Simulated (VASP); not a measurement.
# AlSn (P-6m2) in VASP: settings compared

Aim: see how the results for AlSn move with the level of theory and the settings. Levels: LDA, PBE. Tasks: single point.

Program: VASP 6.6.1. These are calculated values, not measurements. Logs are shortened: lines on timing, memory, paths and dates and some standing lists are left out, and cuts for length are marked.

### 1 The cell of the first run

The structure is hexagonal, space group P-6m2 (No. 187). Conventional cell: a = 4.141 Å, b = 4.141 Å, c = 3.262 Å, α = 90.00°, β = 90.00°, γ = 120.00°. Within 3.8 Å of Sn (site symmetry -6m2) lie 6 Al at 2.89 Å and 2 Sn at 3.26 Å. Al (site symmetry -6m2) has 6 Sn at 2.89 Å and 2 Al at 3.26 Å within 3.8 Å.

### 2 Single point, LDA

Input file INCAR:

```
SYSTEM = AlSn
PREC     = Accurate       ! precision mode
ENCUT    = 520            ! plane-wave cutoff, eV
EDIFF    = 1E-6           ! SCF threshold, eV
ISMEAR   = -1             ! smearing method
SIGMA    = 0.05           ! smearing width, eV
LREAL    = .FALSE.        ! projectors in reciprocal space
LASPH    = .TRUE.         ! aspherical terms in the spheres
NELM     = 100            ! most SCF steps
ALGO     = Fast           ! electronic algorithm
ISIF     = 2              ! what is computed and relaxed
LWAVE    = .FALSE.        ! write WAVECAR
LCHARG   = .TRUE.         ! write CHGCAR
GGA      = CA             ! functional
LELF     = .TRUE.         ! ELF
LVHAR    = .TRUE.       
NBANDS   = 16             ! bands
```

Input file KPOINTS:

```
regular mesh
0
G
  7 7 8
  0 0 0
```

Input file POSCAR:

```
AlSn
1.0
    4.1413675035      0.0000000000      0.0000000000
   -2.0706837517      3.5865294644      0.0000000000
    0.0000000000      0.0000000000      3.2621543997
Sn Al
1 1
Direct
    0.3333333333      0.6666666667      0.5000000000
    0.0000000000      0.0000000000      0.0000000000
```

Potentials or basis: VASP PAW LDA potentials, release 64 (Sn_d, Al).

Started as:

```
cat potpaw_LDA.64/Sn_d/POTCAR potpaw_LDA.64/Al/POTCAR > POTCAR
mpirun -np 1 vasp_std > vasp.out
```

OUTCAR:

```text
SYSTEM = AlSn
   PREC = Accurate
   ENCUT = 520
   EDIFF = 1E-6
   ISMEAR = -1
   LREAL = .FALSE.
   LASPH = .TRUE.
   NELM = 100
   ISIF = 2
   GGA = CA

 ion  position               nearest neighbor table
   1  0.333  0.667  0.500-   2 2.89   2 2.89   2 2.89   2 2.89   2 2.89   2 2.89
   2  0.000  0.000  0.000-   1 2.89   1 2.89   1 2.89   1 2.89   1 2.89   1 2.89

  LATTYP: Found a hexagonal cell.
 ALAT       =     4.1413675035
 C/A-ratio  =     0.7876998110

  Lattice vectors:

 A1 = (   4.1413675035,   0.0000000000,   0.0000000000)
 A2 = (  -2.0706837517,   3.5865294644,   0.0000000000)
 A3 = (   0.0000000000,   0.0000000000,   3.2621543997)

Analysis of symmetry for initial positions (statically):
=====================================================================
 Subroutine PRICEL returns:
 Original cell was already a primitive cell.

 Routine SETGRP: Setting up the symmetry group for a
 hexagonal supercell.

 Subroutine GETGRP returns: Found 12 space group operations
 (whereof 12 operations were pure point group operations)
 out of a pool of 24 trial point group operations.

The static configuration has the point symmetry D_3h.

Analysis of symmetry for dynamics (positions and initial velocities):
=====================================================================
 Subroutine PRICEL returns:
 Original cell was already a primitive cell.

 Routine SETGRP: Setting up the symmetry group for a
 hexagonal supercell.

 Subroutine GETGRP returns: Found 12 space group operations
 (whereof 12 operations were pure point group operations)
 out of a pool of 24 trial point group operations.

The dynamic configuration has the point symmetry D_3h.

 Subroutine INISYM returns: Found 12 space group operations
 (whereof 12 operations are pure point group operations),
 and found     1 'primitive' translations

----------------------------------------------------------------------------------------

                                     Primitive cell

  volume of cell :      48.4532

  direct lattice vectors                    reciprocal lattice vectors
     4.141367503  0.000000000  0.000000000     0.241466134  0.139410537  0.000000000
    -2.070683752  3.586529464  0.000000000     0.000000000  0.278821075  0.000000000
     0.000000000  0.000000000  3.262154400     0.000000000  0.000000000  0.306545883

  length of vectors
     4.141367503  4.141367503  3.262154400     0.278821075  0.278821075  0.306545883

  position of ions in fractional coordinates (direct lattice)
     0.333333333  0.666666667  0.500000000
[... 79 lines left out ...]
   LREAL  =      F    real-space projection
   EDIFFG = 0.1E-04   stopping-criterion for IOM
   NSW    =      0    number of steps for IOM
   IBRION =     -1    ionic relax: 0-MD 1-quasi-New 2-CG
   NFREE  =      0    steps in history (QN), initial steepest desc. (CG)
   ISIF   =      2    stress and relaxation
   ISYM   =      2    0-nonsym 1-usesym 2-fastsym
   POTIM  = 0.5000    time-step for ionic-motion
   TEBEG  =    0.0;   TEEND  =   0.0 temperature during run
   PSTRESS=    0.0 pullay stress
   NELECT =      17.0000    total number of electrons
   NUPDOWN=      -1.0000    fix difference up-down
   EMIN   =  10.00;   EMAX   =-10.00  energy-range for DOS
   EFERMI =   0.00;   METHOD = LEGACY
   ISMEAR =    -1;   SIGMA  =   0.05  broadening in eV -4-tet -1-fermi 0-gaus
   EFERMI_NEDOS =   21; number of points for ismear=-14 and -15
   IALGO  =     68    algorithm
   IMIX   =      4    mixing-type and parameters
     AMIX     =   0.40;   BMIX     =  1.00
     AMIX_MAG =   1.60;   BMIX_MAG =  1.00
  volume/ion in A,a.u.               =      24.23       163.49
  Fermi-wavevector in a.u.,A,eV,Ry     =   1.154650  2.181972 18.139504  1.333216
  Thomas-Fermi vector in A             =   2.291284
   LORBIT       =      0    0 simple, 1 ext, 2 COOP (PROOUT), +10 PAW based schemes
   GGA     = CA    functional components
   LHFCALC =     F    Hartree Fock is set to
   AEXX    =    0.0000 exact exchange contribution
   IVDW    =     0    specifies the selected vdW correction
   LEPSILON=     F    determine dielectric tensor
   LRPA    =     F    only Hartree local field effects (RPA)
 non-spin polarized calculation
 RMM-DIIS sequential band-by-band and
  energy-cutoff  :      520.00
  volume of cell :       48.45
 maximum number of plane-waves:      1327
 NGX is ok and might be reduce to    32
   NGX = 15   NGY = 15   NGZ = 13

 number of electron      16.9999999 magnetization

 Free energy of the ion-electron system (eV)
  ---------------------------------------------------
  ext. energy  EPLUGINS =         0.00000000
  ---------------------------------------------------
  free energy    TOTEN  =        -8.32656451 eV

  energy without entropy =       -8.32217183  energy(sigma->0) =       -8.32436817

 E-fermi :   6.6234     XC(G=0):  -9.9336

 val. band max:        6.6175104327   @ k =   0.0000   0.0000   0.1250
 cond. band min:       6.7367287546   @ k =   0.4286   0.1429   0.5000
 fundamental gap:      0.1192183219
 Fermi energy:         6.6234483474

 k-point     1 :       0.0000    0.0000    0.0000
  band No.  band energies     occupation
      1     -14.6881      2.00000
      2     -14.5663      2.00000
      3     -14.5663      2.00000
      4     -14.5427      2.00000
      5     -14.5427      2.00000
      6      -4.1112      2.00000
[... 433 lines left out ...]
      3     -14.5735      2.00000
      4     -14.5553      2.00000
      5     -14.5450      2.00000
      6      -1.0929      2.00000
[... 8 lines left out ...]
     15      19.0732      0.00000
     16      19.1069      0.00000

 [... further k-points ...]

------------------------ aborting loop because EDIFF is reached ----------------------------------------

  FORCE on cell =-STRESS in cart. coord.  units (eV):
  Direction    XX          YY          ZZ          XY          YZ          ZX
  --------------------------------------------------------------------------------------
  -------------------------------------------------------------------------------------
  Total       -0.3571151     -0.3571151     -0.1912993     -0.0000000      0.0000000      0.0000000
  in kB      -11.8085358    -11.8085358     -6.3255931     -0.0000000      0.0000000      0.0000000
  external PRESSURE =      -9.9808883 kB  Pullay stress =       0.0000000 kB

 VOLUME and BASIS-vectors are now :
 -----------------------------------------------------------------------------
  energy-cutoff  :      520.00
  volume of cell :       48.45
      direct lattice vectors                 reciprocal lattice vectors
     4.141367503  0.000000000  0.000000000     0.241466134  0.139410537  0.000000000
    -2.070683752  3.586529464  0.000000000     0.000000000  0.278821075  0.000000000
     0.000000000  0.000000000  3.262154400     0.000000000  0.000000000  0.306545883

 POSITION                                       TOTAL-FORCE (eV/Angst)
 -----------------------------------------------------------------------------------
     -0.00000      2.39102      1.63108         0.000000      0.000000      0.000000
      0.00000      0.00000      0.00000        -0.000000      0.000000      0.000000
 -----------------------------------------------------------------------------------
    total drift:                                0.000000     -0.000000     -0.000000

  FREE ENERGIE OF THE ION-ELECTRON SYSTEM (eV)
  ---------------------------------------------------
  free  energy   TOTEN  =        -8.3265645114 eV

  energy  without entropy=       -8.3221718324  energy(sigma->0) =       -8.32436817
```

OSZICAR:

```text
N       E                     dE             d eps       ncg     rms          rms(c)
DAV:   1     0.983621101420E+02    0.98362E+02   -0.78310E+03  1296   0.128E+03
DAV:   2    -0.346102799326E+00   -0.98708E+02   -0.94815E+02  1400   0.337E+02
DAV:   3    -0.818766743067E+01   -0.78416E+01   -0.78057E+01  1656   0.751E+01
DAV:   4    -0.838488549193E+01   -0.19722E+00   -0.19719E+00  1544   0.130E+01
DAV:   5    -0.839301599114E+01   -0.81305E-02   -0.81303E-02  1960   0.251E+00    0.241E+00
RMM:   6    -0.834856579293E+01    0.44450E-01   -0.18011E-02  1550   0.148E+00    0.139E+00
RMM:   7    -0.832643356549E+01    0.22132E-01   -0.26486E-02  1555   0.157E+00    0.131E-01
RMM:   8    -0.832646858932E+01   -0.35024E-04   -0.37869E-03  1829   0.616E-01    0.741E-02
RMM:   9    -0.832655264540E+01   -0.84056E-04   -0.92132E-04  1978   0.246E-01    0.288E-02
RMM:  10    -0.832656114107E+01   -0.84957E-05   -0.13081E-04  1925   0.119E-01    0.191E-02
RMM:  11    -0.832656420983E+01   -0.30688E-05   -0.46003E-05  2098   0.544E-02    0.152E-03
RMM:  12    -0.832656451139E+01   -0.30156E-06   -0.35036E-06  1378   0.150E-02
   1 F= -.83265645E+01 E0= -.83243682E+01  d E =-.439268E-02
```

stdout:

```text
POSCAR found type information on POSCAR SnAl
 POSCAR found :  2 types and       2 ions
 scaLAPACK will be used
 LDA part: xc-table for (Slater(with rela. corr.)+CA(PZ))
 , standard interpolation
 POSCAR, INCAR and KPOINTS ok, starting setup
 FFT: planning ... GRIDC
 FFT: planning ... GRID_SOFT
 FFT: planning ... GRID
 WAVECAR not read
 entering main loop
WARNING in EDDRMM: call to ZHEGV failed, returncode =   8  4     15
```

Wall time 25 s (1 thread of Intel Xeon Platinum 8488C (Sapphire Rapids), shared host); peak memory 0.16 GiB.

What came out:

```yaml
Free_energy: -8.3266 eV
Pressure: -1.0 GPa
```

Levels at points of the mesh, in eV from the Fermi level:
```csv
k point,band 4,band 5,band 6,band 7,band 8,band 9,band 10,band 11,band 12,band 13
"(0.00, 0.00, 0.00)",-21.17,-21.17,-10.73,-0.24,-0.24,0.84,2.64,3.18,3.18,5.29
"(0.00, 0.00, 0.50)",-21.18,-21.11,-7.61,-6.38,2.77,2.77,3.69,3.69,3.96,4.29
```

Caveat: spin-orbit coupling is left out, which moves the levels of the heavy elements.

### 3 Single point, PBE

This run uses another cell than the first one, of 24.73 Å³/atom, 1.021 times its volume.

Input file INCAR:

```
SYSTEM = AlSn
PREC = Accurate ; ENCUT = 520
EDIFF = 1E-7 ; ISMEAR = -1
SIGMA = 0.05 ; LREAL = .False.
LASPH = .True. ; NELM = 80
ALGO = Normal ; ISIF = 2
LWAVE = .False. ; LCHARG = .True.
GGA = PE ; LELF = .True.
LVHAR = .True. ; NBANDS = 16
```

Input file KPOINTS:

```
regular mesh
0
Gamma
  7 7 8
  0 0 0
```

Input file POSCAR:

```
AlSn
1.0
    4.1699295613      0.0000000000      0.0000000000
   -2.0849647806      3.6112649320      0.0000000000
    0.0000000000      0.0000000000      3.2846527272
Sn Al
1 1
Direct
    0.3333333333      0.6666666667      0.5000000000
    0.0000000000      0.0000000000      0.0000000000
```

Potentials or basis: VASP PAW PBE potentials, release 64 (Sn_d, Al).

Started as:

```
cat potpaw_PBE.64/Sn_d/POTCAR potpaw_PBE.64/Al/POTCAR > POTCAR
mpirun -np 1 vasp_std > vasp.out
```

It took 21 s on 1 thread of Intel Xeon Platinum 8488C (Sapphire Rapids), shared host; peak memory 0.17 GiB.

Results (log left out):

```
Free energy : -7.1979 eV
Pressure    : 1.3 GPa
```

Stress tensor (GPa, compression positive):
```
1.09 0.00 0.00
0.00 1.09 0.00
0.00 0.00 1.70
```

Levels at points of the mesh, in eV from the Fermi level:
```tsv
k point	band 6	band 7	band 8	band 9	band 10	band 11
(0.00, 0.00, 0.00)	-10.59	-0.24	-0.24	0.80	2.63	3.13
(0.00, 0.00, 0.50)	-7.50	-6.32	2.76	2.76	3.61	3.61
```

Caveat: spin-orbit coupling is left out, which moves the levels of the heavy elements.
